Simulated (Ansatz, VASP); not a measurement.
**LiBiSe2 in VASP and in Ansatz**

File INCAR:

```
PREC     = Accurate       # precision mode
ENCUT    = 520            # plane-wave cutoff, eV
EDIFF    = 1E-6           # SCF threshold, eV
ISMEAR   = 0              # smearing method
SIGMA    = 0.01           # smearing width, eV
LREAL    = F              # projectors in reciprocal space
LASPH    = T              # aspherical terms in the spheres
NELM     = 100            # most SCF steps
ALGO     = Normal         # electronic algorithm
ISIF     = 2              # what is computed and relaxed
LWAVE    = F              # write WAVECAR
LCHARG   = F              # write CHGCAR
GGA      = PE             # functional
NBANDS   = 23             # bands
```

File KPOINTS:

```
regular mesh
0
Gamma
  6 6 6
```

The input POSCAR:

```
LiBiSe2
1.0
    2.0698498512      1.1950283688      6.6217657026
   -2.0698498512      1.1950283688      6.6217657026
    0.0000000000     -2.3900567376      6.6217657026
Li Bi Se
1 1 2
Direct
    1.0000000000      0.0000000000      0.0000000000
    0.5000000000      0.5000000000      0.5000000000
    0.2550503263      0.2550503263      0.2550503263
    0.7449496737      0.7449496737      0.7449496737
```

Input for Ansatz:

```yaml
crystal:
  lattice:
    - [2.0698498512, 1.1950283688, 6.6217657026]
    - [-2.0698498512, 1.1950283688, 6.6217657026]
    - [0.0, -2.3900567376, 6.6217657026]
  atoms:
    - { symbol: Li, position: [1.0, 0.0, 0.0] }
    - { symbol: Bi, position: [0.5, 0.5, 0.5] }
    - { symbol: Se, position: [0.2550503263, 0.2550503263, 0.2550503263] }
    - { symbol: Se, position: [0.7449496737, 0.7449496737, 0.7449496737] }
kpoints:
  mp_grid: { grid: [6, 6, 6] }
hamiltonian:
  xc: pbe
scf:
  occupations: { method: fixed }
  n_extra_bands: 5
output:
  forces: true
  stress: true
  eigenvalues: true
```

Alike in both runs: task single point; functional PBE; k mesh 6 × 6 × 6; no spin polarisation.

```csv
,VASP,Ansatz
version,VASP 6.6.1,Ansatz 0.2.0
potentials or method,"VASP PAW PBE potentials, release 64 (Li_sv, Bi_d, Se)","plane waves, PAW"
plane-wave cutoff (eV),520,420
occupations,"gaussian, width 0.01 eV",fixed
valence electrons in the cell,30,50
```

VASP gave:

| Quantity | Value |
| --- | --- |
| gap on the k mesh at the Fermi level (eV) | 1.01 |
| rms of the force components (eV/Å) | 0.006 |

Estimate Ansatz's values.

gap on the k mesh at the Fermi level (eV): 1.01; rms of the force components (eV/Å): 0.004.

Atom by atom the forces differ by 0.002 eV/Å (rms over components). VASP's potentials hold 30 valence electrons a cell and Ansatz's 50, so a difference there can come from the potentials and not from the codes.

Spin-orbit coupling is off throughout. Noted on VASP's run: the cutoff is short for stress, so the pressure is rough.
